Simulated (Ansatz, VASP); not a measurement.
**One calculation of Hf3Br2, two programs**

Contents of INCAR:

```
SYSTEM = Hf3Br2
PREC = Accurate ; ENCUT = 600
EDIFF = 1E-7 ; ISMEAR = 0
SIGMA = 0.1 ; LREAL = .False.
LASPH = .True. ; NELM = 100
ALGO = Normal ; ISIF = 3
LWAVE = .False. ; LCHARG = .False.
GGA = PE ; IBRION = 2
NSW = 90 ; EDIFFG = -0.04
```

Contents of KPOINTS:

```
Automatic mesh
0
Gamma
  4 4 4
  0 0 0
```

Contents of POSCAR:

```
Hf3Br2
1.0
    2.5815340900     -4.7273378900      0.0000000000
    2.5815340900      4.7273378900      0.0000000000
    0.0000000000      0.0000000000      5.3818200100
Hf Br
3 2
Direct
    0.0000000000      0.5000000000      0.0000000000
    0.5000000000      0.0000000000      0.0000000000
    0.0000000000      0.0000000000      0.0000000000
    0.0000000000      0.0000000000      0.5000000000
    0.5000000000      0.5000000000      0.5000000000
```

Input for Ansatz:

```yaml
crystal:
  lattice:
    - [2.58153409, -4.72733789, 0.0]
    - [2.58153409, 4.72733789, 0.0]
    - [0.0, 0.0, 5.38182001]
  atoms:
    - { symbol: Hf, position: [0.0, 0.5, 0.0] }
    - { symbol: Hf, position: [0.5, 0.0, 0.0] }
    - { symbol: Hf, position: [0.0, 0.0, 0.0] }
    - { symbol: Br, position: [0.0, 0.0, 0.5] }
    - { symbol: Br, position: [0.5, 0.5, 0.5] }
basis:
  ecutwfc: 420
kpoints:
  mp_grid: { grid: [4, 4, 4] }
hamiltonian:
  xc: pbe
scf:
  occupations: { method: gaussian, width: 0.1 }
  lower_state_search: "off"
output:
  forces: true
  stress: true
  eigenvalues: true
relax:
  adjacent_minimum: "off"
  f_tol: 0.04
  max_steps: 70
  cell: { stress_tol: 0.4 }
```

Alike in both runs: task relaxation of cell and atoms; functional PBE; k mesh 4 × 4 × 4; occupations gaussian, width 0.1 eV; no spin polarisation.

|  | VASP | Ansatz |
| --- | --- | --- |
| version | VASP 6.6.1 | Ansatz 0.2.0 |
| potentials or method | VASP PAW PBE potentials, release 64 (Hf_pv, Br), cutoff 600 eV | scalar-relativistic, plane waves, PAW |
| valence electrons in the cell | 44 | 92 |

|  | VASP | Ansatz | Ansatz less VASP |
| --- | --- | --- | --- |
| gap on the k mesh at the Fermi level, each at its own relaxed structure (eV) | none | none | - |
| relaxed volume (Å³/atom) | 29.90 | 30.05 | +0.149 |
| relaxed length of the cell vector where the two differ most in proportion (Å) | 5.208 | 5.221 | +0.0133 |

A gap of «none» marks a metal or a gap that the smearing closes. VASP's potentials hold 44 valence electrons a cell and Ansatz's 92, so a difference there can come from the potentials and not from the codes.

Neither program's run includes spin-orbit coupling.
